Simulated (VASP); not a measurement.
# Cd3Pd (P4/mmm) in VASP: further runs

Cd3Pd is run at these levels: LDA; tasks: single point.

Program: VASP 6.6.1. These are calculated values, not measurements. Logs are shortened: lines on timing, memory, paths and dates and some standing lists are left out, and cuts for length are marked.

## 1. The cell of the first run

Symmetry: P4/mmm, No. 123, tetragonal system. The conventional cell has a = 4.187 Å, b = 4.187 Å, c = 4.251 Å, α = 90.00°, β = 90.00°, γ = 90.00°. Within 3.9 Å of Cd (site symmetry mmm) lie 8 Cd at 2.96 to 2.98 Å and 4 Pd at 2.98 Å. Cd (site symmetry 4/mmm) has 4 Pd at 2.96 Å and 8 Cd at 2.98 Å within 3.9 Å. Pd (site symmetry 4/mmm) has 12 Cd at 2.96 to 2.98 Å within 3.9 Å.

## 2. Single point, LDA

Input file INCAR:

```
SYSTEM = Cd3Pd
PREC = Accurate
ENCUT = 520
EDIFF = 1E-7
ISMEAR = 1
SIGMA = 0.1
LREAL = .FALSE.
LASPH = .TRUE.
NELM = 60
ALGO = Normal
ISIF = 2
LWAVE = .FALSE.
LCHARG = .FALSE.
GGA = CA
NBANDS = 31
```

Input file KPOINTS:

```
regular mesh
0
G
  8 8 8
  0 0 0
```

Input file POSCAR:

```
Cd3Pd
1.0
    4.1874366249      0.0000000000      0.0000000000
    0.0000000000      4.1874366249      0.0000000000
    0.0000000000      0.0000000000      4.2508815636
Cd Pd
3 1
Direct
    0.0000000000      0.5000000000      0.5000000000
    0.5000000000      0.0000000000      0.5000000000
    0.5000000000      0.5000000000      0.0000000000
    0.0000000000      0.0000000000      0.0000000000
```

Potentials or basis: VASP PAW LDA potentials, release 64 (Cd, Pd).

The run is started by

```
cat potpaw_LDA.64/Cd/POTCAR potpaw_LDA.64/Pd/POTCAR > POTCAR
mpirun -np 1 vasp_std > vasp.out
```

OUTCAR:

```text
SYSTEM = Cd3Pd
   PREC = Accurate
   ENCUT = 520
   EDIFF = 1E-7
   ISMEAR = 1
   LREAL = .FALSE.
   LASPH = .TRUE.
   NELM = 60
   ISIF = 2
   GGA = CA

 ion  position               nearest neighbor table
   1  0.000  0.500  0.500-   2 2.96   2 2.96   2 2.96   2 2.96   4 2.98   3 2.98   4 2.98   4 2.98
                             4 2.98   3 2.98   3 2.98   3 2.98
   2  0.500  0.000  0.500-   1 2.96   1 2.96   1 2.96   1 2.96   4 2.98   3 2.98   3 2.98   3 2.98
                             4 2.98   4 2.98   4 2.98   3 2.98
   3  0.500  0.500  0.000-   4 2.96   4 2.96   4 2.96   4 2.96   2 2.98   2 2.98   2 2.98   2 2.98
                             1 2.98   1 2.98   1 2.98   1 2.98
   4  0.000  0.000  0.000-   3 2.96   3 2.96   3 2.96   3 2.96   2 2.98   1 2.98   2 2.98   1 2.98
                             2 2.98   1 2.98   2 2.98   1 2.98

  LATTYP: Found a simple tetragonal cell.
 ALAT       =     4.1874366249
 C/A-ratio  =     1.0151512594

  Lattice vectors:

 A1 = (   4.1874366249,   0.0000000000,   0.0000000000)
 A2 = (   0.0000000000,   4.1874366249,   0.0000000000)
 A3 = (   0.0000000000,   0.0000000000,   4.2508815636)

Analysis of symmetry for initial positions (statically):
=====================================================================
 Subroutine PRICEL returns:
 Original cell was already a primitive cell.

 Routine SETGRP: Setting up the symmetry group for a
 simple tetragonal supercell.

 Subroutine GETGRP returns: Found 16 space group operations
 (whereof 16 operations were pure point group operations)
 out of a pool of 16 trial point group operations.

The static configuration has the point symmetry D_4h.

Analysis of symmetry for dynamics (positions and initial velocities):
=====================================================================
 Subroutine PRICEL returns:
 Original cell was already a primitive cell.

 Routine SETGRP: Setting up the symmetry group for a
 simple tetragonal supercell.

 Subroutine GETGRP returns: Found 16 space group operations
 (whereof 16 operations were pure point group operations)
 out of a pool of 16 trial point group operations.

The dynamic configuration has the point symmetry D_4h.

 Subroutine INISYM returns: Found 16 space group operations
 (whereof 16 operations are pure point group operations),
 and found     1 'primitive' translations

----------------------------------------------------------------------------------------

                                     Primitive cell

  volume of cell :      74.5376

  direct lattice vectors                    reciprocal lattice vectors
     4.187436625  0.000000000  0.000000000     0.238809584  0.000000000  0.000000000
     0.000000000  4.187436625  0.000000000     0.000000000  0.238809584  0.000000000
     0.000000000  0.000000000  4.250881564     0.000000000  0.000000000  0.235245321

  length of vectors
     4.187436625  4.187436625  4.250881564     0.238809584  0.238809584  0.235245321

  position of ions in fractional coordinates (direct lattice)
     0.000000000  0.500000000  0.500000000
     0.500000000  0.000000000  0.500000000
     0.500000000  0.500000000  0.000000000
     0.000000000  0.000000000  0.000000000

  ion indices of the primitive-cell ions
   primitive index   ion index
                 1           1
                 2           2
                 3           3
                 4           4

----------------------------------------------------------------------------------------

 KPOINTS: regular mesh

Automatic generation of k-mesh.
 Grid dimensions read from file:
 generate k-points for:    8    8    8

 Generating k-lattice:

  Cartesian coordinates                     Fractional coordinates (reciprocal lattice)
     0.029851198  0.000000000  0.000000000     0.125000000  0.000000000  0.000000000
     0.000000000  0.029851198  0.000000000     0.000000000  0.125000000  0.000000000
     0.000000000  0.000000000  0.029405665     0.000000000  0.000000000  0.125000000

  Length of vectors
     0.029851198  0.029851198  0.029405665

  Shift w.r.t. Gamma in fractional coordinates (k-lattice)
     0.000000000  0.000000000  0.000000000

 Subroutine IBZKPT returns following result:
 ===========================================

 Found     75 irreducible k-points:

 Following reciprocal coordinates:
            Coordinates               Weight
  0.000000  0.000000  0.000000      1.000000
  0.125000  0.000000  0.000000      4.000000
  0.250000  0.000000  0.000000      4.000000
  0.375000  0.000000  0.000000      4.000000
  0.500000  0.000000  0.000000      2.000000
  0.125000  0.125000  0.000000      4.000000
[... 16 lines left out ...]
  0.375000  0.125000  0.125000     16.000000
  0.500000  0.125000  0.125000      8.000000
 [... further k-points ...]
   k-points           NKPTS =     75   k-points in BZ     NKDIM =     75   number of bands    NBANDS=     31
   number of dos      NEDOS =    301   number of ions     NIONS =      4
   total plane-waves  NPLWV =  32768
   dimension x,y,z NGX =    32 NGY =   32 NGZ =   32
   dimension x,y,z NGXF=    64 NGYF=   64 NGZF=   64
   ions per type =               3   1
   NGX,Y,Z   is equivalent  to a cutoff of  12.70, 12.70, 12.51 a.u.
   NGXF,Y,Z  is equivalent  to a cutoff of  25.41, 25.41, 25.03 a.u.
 SYSTEM =  Cd3Pd
   PREC   = accura    normal or accurate (medium, high low for compatibility)
   ISTART =      0    job   : 0-new  1-cont  2-samecut
   ICHARG =      2    charge: 1-file 2-atom 10-const
   ISPIN  =      1    spin polarized calculation?
   LNONCOLLINEAR =      F non collinear calculations
   LSORBIT =      F    spin-orbit coupling
   LASPH  =      T    aspherical Exc in radial PAW
   ENCUT  =  520.0 eV  38.22 Ry    6.18 a.u.   7.79  7.79  7.90*2*pi/ulx,y,z
   NELM   =     60;   NELMIN=  2; NELMDL= -5     # of ELM steps
   EDIFF  = 0.1E-06   stopping-criterion for ELM
   LREAL  =      F    real-space projection
   EDIFFG = 0.1E-05   stopping-criterion for IOM
   NSW    =      0    number of steps for IOM
   IBRION =     -1    ionic relax: 0-MD 1-quasi-New 2-CG
   NFREE  =      0    steps in history (QN), initial steepest desc. (CG)
   ISIF   =      2    stress and relaxation
   ISYM   =      2    0-nonsym 1-usesym 2-fastsym
   POTIM  = 0.5000    time-step for ionic-motion
   TEBEG  =    0.0;   TEEND  =   0.0 temperature during run
   PSTRESS=    0.0 pullay stress
   NELECT =      46.0000    total number of electrons
   NUPDOWN=      -1.0000    fix difference up-down
   EMIN   =  10.00;   EMAX   =-10.00  energy-range for DOS
   EFERMI =   0.00;   METHOD = LEGACY
   ISMEAR =     1;   SIGMA  =   0.10  broadening in eV -4-tet -1-fermi 0-gaus
   EFERMI_NEDOS =   21; number of points for ismear=-14 and -15
   IALGO  =     38    algorithm
   IMIX   =      4    mixing-type and parameters
     AMIX     =   0.40;   BMIX     =  1.00
     AMIX_MAG =   1.60;   BMIX_MAG =  1.00
  volume/ion in A,a.u.               =      18.63       125.75
  Fermi-wavevector in a.u.,A,eV,Ry     =   1.393806  2.633911 26.431966  1.942695
  Thomas-Fermi vector in A             =   2.517416
   LORBIT       =      0    0 simple, 1 ext, 2 COOP (PROOUT), +10 PAW based schemes
   GGA     = CA    functional components
   LHFCALC =     F    Hartree Fock is set to
   AEXX    =    0.0000 exact exchange contribution
   IVDW    =     0    specifies the selected vdW correction
   LEPSILON=     F    determine dielectric tensor
   LRPA    =     F    only Hartree local field effects (RPA)
 non-spin polarized calculation
 Methfessel and Paxton  Order N= 1 SIGMA  =   0.10
  energy-cutoff  :      520.00
  volume of cell :       74.54
 maximum number of plane-waves:      2024
 NGX is ok and might be reduce to    32
   NGX = 15   NGY = 15   NGZ = 15

 number of electron      46.0000032 magnetization

 Free energy of the ion-electron system (eV)
  ---------------------------------------------------
  ext. energy  EPLUGINS =         0.00000000
  ---------------------------------------------------
  free energy    TOTEN  =       -11.91954722 eV

  energy without entropy =      -11.91996891  energy(sigma->0) =      -11.91968778

 E-fermi :   4.4436     XC(G=0): -12.1684

 val. band max:        4.4308788014   @ k =   0.5000   0.2500   0.2500
 cond. band min:       4.4545264552   @ k =   0.1250   0.0000   0.2500
 fundamental gap:      0.0236476538
 Fermi energy:         4.4435782356

 k-point     1 :       0.0000    0.0000    0.0000
  band No.  band energies     occupation
      1      -5.7086      2.00000
      2      -5.4509      2.00000
      3      -5.4207      2.00000
      4      -5.4207      2.00000
      5      -5.1062      2.00000
      6      -5.0740      2.00000
[... 23 lines left out ...]
     30      12.3544      0.00000
     31      13.2168      0.00000

 k-point     2 :       0.1250    0.0000    0.0000
  band No.  band energies     occupation
      1      -5.6481      2.00000
      2      -5.4008      2.00000
      3      -5.3983      2.00000
      4      -5.3703      2.00000
      5      -5.0651      2.00000
      6      -5.0353      2.00000
[... 23 lines left out ...]
     30      12.1718      0.00000
     31      12.7066      0.00000

 k-point     3 :       0.2500    0.0000    0.0000
  band No.  band energies     occupation
      1      -5.4866      2.00000
      2      -5.3491      2.00000
      3      -5.2440      2.00000
      4      -5.2225      2.00000
      5      -5.0013      2.00000
      6      -4.8912      2.00000
[... 23 lines left out ...]
     30      11.5169      0.00000
     31      12.0219      0.00000

 k-point     4 :       0.3750    0.0000    0.0000
  band No.  band energies     occupation
      1      -5.2905      2.00000
      2      -5.2858      2.00000
      3      -5.0022      2.00000
      4      -4.9914      2.00000
      5      -4.9346      2.00000
      6      -4.6975      2.00000
[... 23 lines left out ...]
     30      10.8156      0.00000
     31      14.7991      0.00000

 k-point     5 :       0.5000    0.0000    0.0000
  band No.  band energies     occupation
      1      -5.2635      2.00000
      2      -5.1803      2.00000
      3      -4.8894      2.00000
      4      -4.7740      2.00000
      5      -4.7700      2.00000
      6      -4.5868      2.00000
[... 23 lines left out ...]
     30      10.6259      0.00000
     31      15.8884      0.00000
[... 542 lines left out ...]
     30      11.2069      0.00000
     31      12.9799      0.00000

 k-point    22 :       0.2500    0.1250    0.1250
  band No.  band energies     occupation
      1      -5.4305      2.00000
      2      -5.2624      2.00000
      3      -5.1974      2.00000
      4      -5.1682      2.00000
      5      -4.8970      2.00000
      6      -4.8139      2.00000
[... 23 lines left out ...]
     30      12.3642      0.00000
     31      12.9975      0.00000

 k-point    23 :       0.3750    0.1250    0.1250
  band No.  band energies     occupation
      1      -5.2848      2.00000
      2      -5.1682      2.00000
      3      -4.9967      2.00000
      4      -4.9725      2.00000
      5      -4.8329      2.00000
      6      -4.6256      2.00000
[... 23 lines left out ...]
     30      12.2876      0.00000
     31      12.5858      0.00000

 k-point    24 :       0.5000    0.1250    0.1250
  band No.  band energies     occupation
      1      -5.2274      2.00000
      2      -5.0833      2.00000
      3      -4.8703      2.00000
      4      -4.7887      2.00000
      5      -4.7776      2.00000
      6      -4.6782      2.00000
[... 23 lines left out ...]
     30      12.1385      0.00000
     31      13.0210      0.00000

 [... further k-points ...]
[... 5 lines left out ...]
  --------------------------------------------------------------------------------------
  -------------------------------------------------------------------------------------
  Total       -2.9156643     -2.9156643     -3.1034396      0.0000000      0.0000000     -0.0000000
  in kB      -62.6718624    -62.6718624    -66.7080708      0.0000000      0.0000000     -0.0000000
  external PRESSURE =     -64.0172652 kB  Pullay stress =       0.0000000 kB

 VOLUME and BASIS-vectors are now :
 -----------------------------------------------------------------------------
  energy-cutoff  :      520.00
  volume of cell :       74.54
      direct lattice vectors                 reciprocal lattice vectors
     4.187436625  0.000000000  0.000000000     0.238809584  0.000000000  0.000000000
     0.000000000  4.187436625  0.000000000     0.000000000  0.238809584  0.000000000
     0.000000000  0.000000000  4.250881564     0.000000000  0.000000000  0.235245321

 POSITION                                       TOTAL-FORCE (eV/Angst)
 -----------------------------------------------------------------------------------
      0.00000      2.09372      2.12544         0.000000      0.000000      0.000000
      2.09372      0.00000      2.12544         0.000000      0.000000      0.000000
      2.09372      2.09372      0.00000         0.000000      0.000000      0.000000
      0.00000      0.00000      0.00000         0.000000      0.000000      0.000000
 -----------------------------------------------------------------------------------
    total drift:                                0.000000     -0.000000     -0.000000

  FREE ENERGIE OF THE ION-ELECTRON SYSTEM (eV)
  ---------------------------------------------------
  free  energy   TOTEN  =       -11.9195472219 eV

  energy  without entropy=      -11.9199689055  energy(sigma->0) =      -11.91968778
```

It took 46 s on 1 thread of Intel Xeon 6975P-C (Granite Rapids), shared host; peak memory 0.26 GiB.

Results:

| Item | Value |
| --- | --- |
| Free energy | -11.9195 eV |
| Pressure | -6.4 GPa |
| Band gap on the k mesh | zero (band 23 reaches 7.70 eV, above the bottom of band 24 at 2.73 eV) |

Levels at points of the mesh, in eV from the Fermi level:
| k point | band 19 | band 20 | band 21 | band 22 | band 23 | band 24 | band 25 | band 26 | band 27 | band 28 |
| --- | --- | --- | --- | --- | --- | --- | --- | --- | --- | --- |
| (0.00, 0.00, 0.00) | -2.19 | -2.19 | -2.17 | -0.41 | -0.19 | -0.19 | 3.39 | 3.61 | 4.18 | 7.83 |
| (0.50, 0.00, 0.00) | -2.98 | -2.89 | -2.23 | -2.21 | 3.12 | 3.33 | 3.53 | 3.53 | 3.75 | 4.88 |
| (0.50, 0.50, 0.00) | -3.59 | -2.81 | -2.81 | -2.28 | -1.24 | -1.11 | 5.35 | 5.84 | 6.16 | 6.16 |
| (0.00, 0.00, 0.50) | -2.95 | -2.87 | -2.26 | -2.20 | 3.26 | 3.40 | 3.40 | 3.67 | 3.67 | 5.05 |
| (0.50, 0.00, 0.50) | -3.66 | -2.82 | -2.79 | -2.30 | -1.31 | -1.15 | 5.50 | 6.07 | 6.40 | 6.41 |
| (0.50, 0.50, 0.50) | -2.71 | -2.12 | -2.11 | -1.75 | -1.71 | -1.71 | 0.85 | 0.85 | 0.92 | 1.82 |

(Part 1 of 3 ends here.)
